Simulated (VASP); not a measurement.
## Al6N: relaxation of cell and atoms with PBE

The system is Al6N.

```xyz
14
Lattice="2.9200 0.0000 0.0000 -1.4600 2.5288 0.0000 0.0000 0.0000 26.9200" Properties=species:S:1:pos:R:3 pbc="T T T"
Al    1.4600    0.8429   18.1522
Al    0.0000    0.0000   20.3434
Al    0.0000    1.6859   22.5347
Al    0.0000    1.6859   15.9609
Al    0.0000    1.6859    2.5009
Al    1.4600    0.8429    4.9990
Al    0.0000    0.0000    0.0000
Al    0.0000    0.0000    7.1903
Al    1.4600    0.8429   24.7287
Al    1.4600    0.8429   11.5756
Al    0.0000    0.0000   13.7669
Al    0.0000    1.6859    9.3843
N     0.0000    0.0000    1.9006
N     0.0000    1.6859    4.3987
```

```yaml
Program: VASP 6.6.1
Task: relaxation of cell and atoms
Functional: PBE
Potentials_or_basis: VASP PAW PBE potentials, release 64 (Al, N)
Cutoff: 600 eV
k_mesh: 6 × 6 × 1
Occupations: gaussian, width 0.2 eV
Spin: no spin polarisation
Dipole_correction: no
Further_INCAR_settings: ALGO = Normal; EDIFF = 1e-06; IBRION = 2; EDIFFG = -0.08; NSW = 36; ISIF = 3
```

| Property | Result |
| --- | --- |
| Relaxed volume | 15.42 Å³/atom |
| Relaxed cell | a = 2.952 Å, b = 2.952 Å, c = 28.613 Å, α = 90.00°, β = 90.00°, γ = 120.00° |
| Space group after relaxing (to 0.1 Å) | P3m1 (No. 156) |
| Energy gained by relaxing | 55.6 meV/atom |
| Ionic steps | 10 |
| Pressure after relaxing | 0.0 GPa |
| Largest force after relaxing | 0.073 eV/Å |
| Band gap on the k mesh | zero (bands 23 and 24 overlap by 4.08 eV) |

Forces in eV/Å, atoms in the order of the input:
```
Al   0.000  0.000  0.017
Al   0.000  0.000  0.020
Al   0.000  0.000  0.073
Al   0.000  0.000  0.006
Al   0.000  0.000 -0.055
Al   0.000  0.000  0.024
Al   0.000  0.000 -0.041
Al   0.000  0.000 -0.070
Al   0.000  0.000  0.047
Al   0.000  0.000  0.042
Al   0.000  0.000  0.009
Al   0.000  0.000 -0.021
N    0.000  0.000 -0.025
N    0.000  0.000 -0.025
```

Stress tensor (GPa, compression positive):
```
-0.08  0.00  0.00
 0.00 -0.08  0.00
 0.00  0.00  0.09
```

The path:
```
step  energy change (eV)  largest force (eV/Å)  pressure (GPa)  volume (Å³)
   1              0.0000                2.0509            9.69       198.78
   2             -0.5381                1.2966           -3.94       224.46
   3             -0.6792                0.5717           -0.37       215.92
   4             -0.7395                0.4632           -0.43       216.18
   5             -0.7463                0.7379           -0.40       216.30
   6             -0.7695                0.1929            0.07       215.17
   7             -0.7700                0.2228            0.16       214.97
   8             -0.7749                0.1402            0.11       215.30
   9             -0.7760                0.2677            0.07       215.55
  10             -0.7789                0.0726           -0.02       215.94
```

Final structure:
```
Al N
1.0
     2.95198    0.00000    0.00000
    -1.47599    2.55649    0.00000
     0.00000    0.00000   28.61317
Al N
12 2
Direct
  0.66667 0.33333 0.67462
  0.00000 0.00000 0.75568
  0.33333 0.66667 0.83711
  0.33333 0.66667 0.59278
  0.33333 0.66667 0.09299
  0.66667 0.33333 0.18463
  0.00000 0.00000 0.00201
  0.00000 0.00000 0.26982
  0.66667 0.33333 0.92082
  0.66667 0.33333 0.42968
  0.00000 0.00000 0.51181
  0.33333 0.66667 0.34890
  0.00000 0.00000 0.06862
  0.33333 0.66667 0.15884
```

Levels at points of the mesh, in eV from the Fermi level:
```
           k point  band 19  band 20  band 21  band 22  band 23  band 24  band 25  band 26  band 27  band 28
(0.00, 0.00, 0.00)    -1.91    -1.64    -0.78     0.98     1.97     3.89     4.48     6.26     6.40     7.86
(0.50, 0.00, 0.00)    -3.11    -2.80    -2.62    -2.05    -1.44    -1.30    -0.42    -0.38     0.35     0.50
```

It took 18 min on 1 thread of Intel Xeon 8259CL, with other jobs on the host, peak memory 0.37 GiB.

Caveat: the k points lie up to 0.41 Å⁻¹ apart in the final cell, too coarse for converged energies and pressures of a metal; the relaxation stopped at a loose force limit of 0.08 eV/Å, so its end isn't a converged minimum.
